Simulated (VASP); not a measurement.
Wanted: the native input for a VASP 6.6.1 run.

```
Task                   : single point
Functional             : PBEsol
Potentials or basis    : VASP PAW PBE potentials, release 64 (Sb)
Cutoff                 : 520 eV
k mesh                 : 9 × 9 × 9
Occupations            : fermi-dirac, width 0.05 eV
Spin                   : no spin polarisation
Dipole correction      : no
Further INCAR settings : ALGO = Normal; EDIFF = 1e-06; NBANDS = 12
```

The structure of Sb lies in POSCAR:

```
Sb
1.0
    2.1858623424      1.2620082118      3.8053879599
   -2.1858623424      1.2620082118      3.8053879599
    0.0000000000     -2.5240164235      3.8053879599
Sb
2
Direct
    0.2336400000      0.2336400000      0.2336400000
    0.7663600000      0.7663600000      0.7663600000
```

This cell differs from its parent crystal: volume scaled by 1.05.

The input as run:

INCAR

```
SYSTEM = Sb
  ALGO = Normal
  EDIFF = 1E-6
  ENCUT = 520
  GGA = PS
  ISIF = 2
  ISMEAR = -1
  LASPH = .TRUE.
  LCHARG = .TRUE.
  LELF = .TRUE.
  LREAL = .FALSE.
  LVHAR = .TRUE.
  LWAVE = .FALSE.
  NBANDS = 12
  NELM = 100
  PREC = Accurate
  SIGMA = 0.05
```

KPOINTS

```
k-points
0
G
  9 9 9
  0 0 0
```

Potentials or basis: VASP PAW PBE potentials, release 64 (Sb).

Launch:

```bash
$ cat potpaw_PBE.64/Sb/POTCAR > POTCAR
$ mpirun -np 1 vasp_std > vasp.out
```

It gave:

* Pressure: -2.1 GPa
* Largest force: 0.047 eV/Å
* Band gap on the k mesh: 0.16 eV, indirect (least direct gap 0.49 eV)

Caveat: the PAW data sets were made with another functional, which shifts forces and pressure a little; spin-orbit coupling is left out, which moves the levels of the heavy elements.

Run time: 62 s on 1 thread of AMD EPYC 7R43 64-Core Processor (Zen 3), with other jobs on the host, peak memory 0.19 GiB.
